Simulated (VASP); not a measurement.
## BC7: single point with PBE

The system is BC7.

```xyz
8
Lattice="3.6202 0.0000 0.0000 0.0000 3.6202 0.0000 0.0000 0.0000 3.6202" Properties=species:S:1:pos:R:3 pbc="T T T"
B     0.0000    0.0000    0.0000
C     0.0000    1.8101    1.8101
C     1.8101    1.8101    0.0000
C     1.8101    0.0000    1.8101
C     2.6978    2.6978    0.9223
C     2.6978    0.9223    2.6978
C     0.9223    2.6978    2.6978
C     0.9223    0.9223    0.9223
```

| Quantity | Value |
| --- | --- |
| Program | VASP 6.6.1 |
| Task | single point |
| Functional | PBE |
| Potentials or basis | VASP PAW PBE potentials, release 64 (B, C) |
| Cutoff | 520 eV |
| k mesh | 6 × 6 × 6 |
| Occupations | fermi-dirac, width 0.05 eV |
| Spin | no spin polarisation |

```yaml
Pressure: 0.3 GPa
Largest_force: 0.021 eV/Å
```

Forces on the atoms (eV/Å):
```
B    0.000  0.000  0.000
C    0.000  0.000  0.000
C    0.000  0.000  0.000
C    0.000  0.000  0.000
C    0.012  0.012 -0.012
C    0.012 -0.012  0.012
C   -0.012  0.012  0.012
C   -0.012 -0.012 -0.012
```

Levels at points of the mesh, in eV from the Fermi level:
| k point | band 12 | band 13 | band 14 | band 15 | band 16 | band 17 | band 18 | band 19 | band 20 | band 21 |
| --- | --- | --- | --- | --- | --- | --- | --- | --- | --- | --- |
| (0.00, 0.00, 0.00) | -4.40 | -4.40 | 1.48 | 1.48 | 1.48 | 5.47 | 5.47 | 5.47 | 5.75 | 5.75 |
| (0.50, 0.00, 0.00) | -3.37 | -2.84 | -2.72 | -1.81 | -1.81 | 5.45 | 5.79 | 10.55 | 11.26 | 11.26 |
| (0.50, 0.50, 0.00) | -4.99 | -2.49 | -2.13 | -0.79 | -0.79 | 8.47 | 8.47 | 9.15 | 9.74 | 10.49 |
| (0.50, 0.50, 0.50) | -1.98 | -1.98 | -0.23 | -0.23 | -0.23 | 8.94 | 8.94 | 8.94 | 8.99 | 8.99 |

Run time: 16 s on 1 thread of Intel Xeon 6975P-C, on a shared host, peak memory 0.15 GiB.
